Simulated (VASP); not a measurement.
Here is a VASP 6.6.1 calculation.

File INCAR:

```
SYSTEM = GdRe
PREC     = Accurate       ! precision mode
ENCUT    = 520            ! plane-wave cutoff, eV
EDIFF    = 1E-6           ! SCF threshold, eV
ISMEAR   = 0              ! smearing method
SIGMA    = 0.05           ! smearing width, eV
LREAL    = .False.        ! projectors in reciprocal space
LASPH    = .True.         ! aspherical terms in the spheres
NELM     = 150            ! most SCF steps
ALGO     = Normal         ! electronic algorithm
ISIF     = 2              ! what is computed and relaxed
LWAVE    = .False.        ! write WAVECAR
LCHARG   = .True.         ! write CHGCAR
ISPIN    = 2              ! spin polarisation
MAGMOM   = 7.81 -0.17     ! initial moments
LORBIT   = 11             ! projections on sites
LMAXMIX  = 6              ! l up to which the mixer works
LDAU     = .True.         ! DFT+U
LDAUTYPE = 2            
LDAUL    = 3 -1           ! shell
LDAUU    = 6 0            ! U, eV
LDAUJ    = 0 0          
LDAUPRINT= 1            
GGA      = PE             ! functional
LELF     = .True.         ! ELF
LVHAR    = .True.       
NBANDS   = 24             ! bands
```

File KPOINTS:

```
regular mesh
0
Gamma
  8 8 8
  0 0 0
```

POSCAR

```
GdRe
1.0
    3.5210940793      0.0000000000      0.0000000000
    0.0000000000      3.5210940793      0.0000000000
    0.0000000000      0.0000000000      3.5210940793
Gd Re
1 1
Direct
    0.0000000000      0.0000000000      0.0000000000
    0.5000000000      0.5000000000      0.5000000000
```

Potentials or basis: VASP PAW PBE potentials, release 64 (Gd, Re).

The run is started by

```sh
$ cat potpaw_PBE.64/Gd/POTCAR potpaw_PBE.64/Re/POTCAR > POTCAR
$ mpirun -np 1 vasp_std > vasp.out
```

**Question.** What does it give for the net moment?

**Answer.** 7.15 μB per cell.

**Question.** Predict the site moments.

**Answer.** Gd +6.92; Re -0.12 μB.

**Question.** What does it give for the pressure?

**Answer.** -4.2 GPa.

Eigenvalues of the final occupation matrices:
| site | spin | trace | eigenvalues |
| --- | --- | --- | --- |
| site 1 f | 1 | 6.93 | 0.99 0.99 0.99 0.99 0.99 0.99 0.99 |
| site 1 f | 2 | 0.03 | 0.00 0.00 0.00 0.00 0.01 0.01 0.01 |

Caveat: spin-orbit coupling is left out, which moves the levels of the heavy elements. The state reached can hang on the start; a lower one may exist.
